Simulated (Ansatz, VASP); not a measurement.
## SnTe in VASP and in Ansatz

```xyz
2
Lattice="3.9156 0.0000 0.0000 -1.9578 3.3910 0.0000 0.0000 0.0000 3.8190" Properties=species:S:1:pos:R:3 pbc="T T T"
Sn    1.9578    1.1303    1.9095
Te    0.0000    0.0000    0.0000
```

Change from the starting cell: species swapped into the WC type (P-6m2, No. 187).

Alike in both runs: task relaxation of cell and atoms; functional PBE; k mesh 6 × 6 × 4; occupations gaussian, width 0.1 eV; no spin polarisation.

|  | VASP | Ansatz |
| --- | --- | --- |
| version | VASP 6.6.1 | Ansatz 0.2.0 |
| potentials or method | VASP PAW PBE potentials, release 64 (Sn_d, Te), cutoff 600 eV | scalar-relativistic, plane waves, PAW |
| valence electrons in the cell | 20 | 30 |

Ansatz gave:

| Quantity | Value |
| --- | --- |
| gap on the k mesh at the Fermi level, each at its own relaxed structure (eV) | none |
| relaxed volume (Å³/atom) | 31.78 |
| relaxed length of the cell vector where the two differ most in proportion (Å) | 4.194 |

Problem. Which values does VASP return?

Solution. gap on the k mesh at the Fermi level, each at its own relaxed structure (eV): none; relaxed volume (Å³/atom): 31.92; relaxed length of the cell vector where the two differ most in proportion (Å): 4.208.

A gap of «none» marks a metal or a gap that the smearing closes. VASP's potentials hold 20 valence electrons a cell and Ansatz's 30, so a difference there can come from the potentials and not from the codes.

The k mesh is coarse, so the values compare programs but aren't converged. Neither program's run includes spin-orbit coupling. Noted on VASP's run: the volume moved by over 15 % at a fixed basis, so the end points are rough.
